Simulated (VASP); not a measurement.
# K (Fd-3m) in VASP: single point with PBEsol

Aim: the single point of K with PBEsol.

Program: VASP 6.6.1. These are calculated values, not measurements. Logs are shortened: lines on timing, memory, paths and dates and some standing lists are left out, and cuts for length are marked.

### Step 1. The cell of the first run

Symmetry: Fd-3m, No. 227, cubic system. Conventional cell: a = 9.453 Å, b = 9.453 Å, c = 9.453 Å, α = 90.00°, β = 90.00°, γ = 90.00°. Within 5.4 Å of K (site symmetry -43m) lie 4 K at 4.09 Å.

This isn't the form of K at room conditions, which is bcc.

### Step 2. Single point, PBEsol

Input file INCAR:

```
  ALGO = Normal
  EDIFF = 1E-6
  ENCUT = 520
  GGA = PS
  ISIF = 2
  ISMEAR = -1
  LASPH = True
  LCHARG = False
  LREAL = False
  LWAVE = False
  NBANDS = 16
  NELM = 60
  PREC = Accurate
  SIGMA = 0.13605693000000002
```

Input file KPOINTS:

```
k-points
0
Gamma
  8 8 8
```

Input file POSCAR:

```
K
1.0
    0.0000000000      4.7262750495      4.7262750495
    4.7262750495      0.0000000000      4.7262750495
    4.7262750495      4.7262750495      0.0000000000
K
2
Direct
    0.0000000000      0.0000000000      0.0000000000
    0.2500000000      0.2500000000      0.2500000000
```

Potentials or basis: VASP PAW PBE potentials, release 64 (K_sv).

Launch:

```console
$ cat potpaw_PBE.64/K_sv/POTCAR > POTCAR
$ mpirun -np 1 vasp_std > vasp.out
```

OUTCAR:

```text
EDIFF = 1E-6
   ENCUT = 520
   GGA = PS
   ISIF = 2
   ISMEAR = -1
   LASPH = True
   LREAL = False
   NELM = 60
   PREC = Accurate

 ion  position               nearest neighbor table
   1  0.000  0.000  0.000-
   2  0.250  0.250  0.250-

  LATTYP: Found a face centered cubic cell.
 ALAT       =     9.4525500990

  Lattice vectors:

 A1 = (   0.0000000000,   4.7262750495,   4.7262750495)
 A2 = (   4.7262750495,   0.0000000000,   4.7262750495)
 A3 = (   4.7262750495,   4.7262750495,   0.0000000000)

Analysis of symmetry for initial positions (statically):
=====================================================================
 Subroutine PRICEL returns:
 Original cell was already a primitive cell.

 Routine SETGRP: Setting up the symmetry group for a
 face centered cubic supercell.

 Subroutine GETGRP returns: Found 48 space group operations
 (whereof 24 operations were pure point group operations)
 out of a pool of 48 trial point group operations.

The static configuration has the point symmetry T_d .
 The point group associated with its full space group is O_h .

Analysis of symmetry for dynamics (positions and initial velocities):
=====================================================================
 Subroutine PRICEL returns:
 Original cell was already a primitive cell.

 Routine SETGRP: Setting up the symmetry group for a
 face centered cubic supercell.

 Subroutine GETGRP returns: Found 48 space group operations
 (whereof 24 operations were pure point group operations)
 out of a pool of 48 trial point group operations.

The dynamic configuration has the point symmetry T_d .
 The point group associated with its full space group is O_h .

 Subroutine INISYM returns: Found 48 space group operations
 (whereof 24 operations are pure point group operations),
 and found     1 'primitive' translations

----------------------------------------------------------------------------------------

                                     Primitive cell

  volume of cell :     211.1480

  direct lattice vectors                    reciprocal lattice vectors
     0.000000000  4.726275049  4.726275049    -0.105791558  0.105791558  0.105791558
     4.726275049  0.000000000  4.726275049     0.105791558 -0.105791558  0.105791558
     4.726275049  4.726275049  0.000000000     0.105791558  0.105791558 -0.105791558

  length of vectors
[... 80 lines left out ...]
   ENCUT  =  520.0 eV  38.22 Ry    6.18 a.u.  12.43 12.43 12.43*2*pi/ulx,y,z
   NELM   =     60;   NELMIN=  2; NELMDL= -5     # of ELM steps
   EDIFF  = 0.1E-05   stopping-criterion for ELM
   LREAL  =      F    real-space projection
   EDIFFG = 0.1E-04   stopping-criterion for IOM
   NSW    =      0    number of steps for IOM
   IBRION =     -1    ionic relax: 0-MD 1-quasi-New 2-CG
   NFREE  =      0    steps in history (QN), initial steepest desc. (CG)
   ISIF   =      2    stress and relaxation
   ISYM   =      2    0-nonsym 1-usesym 2-fastsym
   POTIM  = 0.5000    time-step for ionic-motion
   TEBEG  =    0.0;   TEEND  =   0.0 temperature during run
   PSTRESS=    0.0 pullay stress
   NELECT =      18.0000    total number of electrons
   NUPDOWN=      -1.0000    fix difference up-down
   EMIN   =  10.00;   EMAX   =-10.00  energy-range for DOS
   EFERMI =   0.00;   METHOD = LEGACY
   ISMEAR =    -1;   SIGMA  =   0.14  broadening in eV -4-tet -1-fermi 0-gaus
   EFERMI_NEDOS =   21; number of points for ismear=-14 and -15
   IALGO  =     38    algorithm
   IMIX   =      4    mixing-type and parameters
     AMIX     =   0.40;   BMIX     =  1.00
     AMIX_MAG =   1.60;   BMIX_MAG =  1.00
  volume/ion in A,a.u.               =     105.57       712.45
  Fermi-wavevector in a.u.,A,eV,Ry     =   0.720504  1.361556  7.063147  0.519127
  Thomas-Fermi vector in A             =   1.809974
   LORBIT       =      0    0 simple, 1 ext, 2 COOP (PROOUT), +10 PAW based schemes
   GGA     = PS    functional components
   LHFCALC =     F    Hartree Fock is set to
   AEXX    =    0.0000 exact exchange contribution
   IVDW    =     0    specifies the selected vdW correction
   LEPSILON=     F    determine dielectric tensor
   LRPA    =     F    only Hartree local field effects (RPA)
 non-spin polarized calculation
  energy-cutoff  :      520.00
  volume of cell :      211.15
 maximum number of plane-waves:      5769
 NGX is ok and might be reduce to    50
   NGX = 25   NGY = 25   NGZ = 25

 number of electron      18.0000003 magnetization

 Free energy of the ion-electron system (eV)
  ---------------------------------------------------
  ext. energy  EPLUGINS =         0.00000000
  ---------------------------------------------------
  free energy    TOTEN  =        -1.68666574 eV

  energy without entropy =       -1.58614614  energy(sigma->0) =       -1.63640594

 E-fermi :  -0.7887     XC(G=0):  -4.8167

 val. band max:       -0.9010107958   @ k =   0.5000   0.0000   0.0000
 cond. band min:      -0.7531181172   @ k =   0.5000   0.1250   0.0000
 fundamental gap:      0.1478926786
 Fermi energy:        -0.7886800922

 k-point     1 :       0.0000    0.0000    0.0000
  band No.  band energies     occupation
      1     -33.2601      2.00000
      2     -33.2440      2.00000
      3     -16.8268      2.00000
      4     -16.8268      2.00000
      5     -16.8268      2.00000
      6     -16.7577      2.00000
[... 433 lines left out ...]
      3     -16.8404      2.00000
      4     -16.8366      2.00000
      5     -16.8116      2.00000
      6     -16.7741      2.00000
[... 8 lines left out ...]
     15       2.2561      0.00000
     16       2.6164      0.00000

 [... further k-points ...]

------------------------ aborting loop because EDIFF is reached ----------------------------------------

  FORCE on cell =-STRESS in cart. coord.  units (eV):
  Direction    XX          YY          ZZ          XY          YZ          ZX
  --------------------------------------------------------------------------------------
  -------------------------------------------------------------------------------------
  Total       -0.0113429     -0.0113429     -0.0113429     -0.0000000     -0.0000000     -0.0000000
  in kB       -0.0860690     -0.0860690     -0.0860690     -0.0000000     -0.0000000     -0.0000000
  external PRESSURE =      -0.0860690 kB  Pullay stress =       0.0000000 kB

 VOLUME and BASIS-vectors are now :
 -----------------------------------------------------------------------------
  energy-cutoff  :      520.00
  volume of cell :      211.15
      direct lattice vectors                 reciprocal lattice vectors
     0.000000000  4.726275049  4.726275049    -0.105791558  0.105791558  0.105791558
     4.726275049  0.000000000  4.726275049     0.105791558 -0.105791558  0.105791558
     4.726275049  4.726275049  0.000000000     0.105791558  0.105791558 -0.105791558

 POSITION                                       TOTAL-FORCE (eV/Angst)
 -----------------------------------------------------------------------------------
      0.00000      0.00000      0.00000        -0.000000     -0.000000     -0.000000
      2.36314      2.36314      2.36314         0.000000      0.000000      0.000000
 -----------------------------------------------------------------------------------
    total drift:                               -0.000000      0.000000      0.000000

  FREE ENERGIE OF THE ION-ELECTRON SYSTEM (eV)
  ---------------------------------------------------
  free  energy   TOTEN  =        -1.6866657419 eV

  energy  without entropy=       -1.5861461396  energy(sigma->0) =       -1.63640594
```

Wall time 60 s (1 thread of Intel Xeon 6975P-C (Granite Rapids), shared host); peak memory 0.36 GiB.

Results:

```yaml
Free_energy: -1.6867 eV
Pressure: 0.0 GPa
Band_gap_on_the_k_mesh: zero (bands 9 and 10 overlap by 0.39 eV)
```

Caveat: the PAW data sets were made with another functional, which shifts forces and pressure a little.
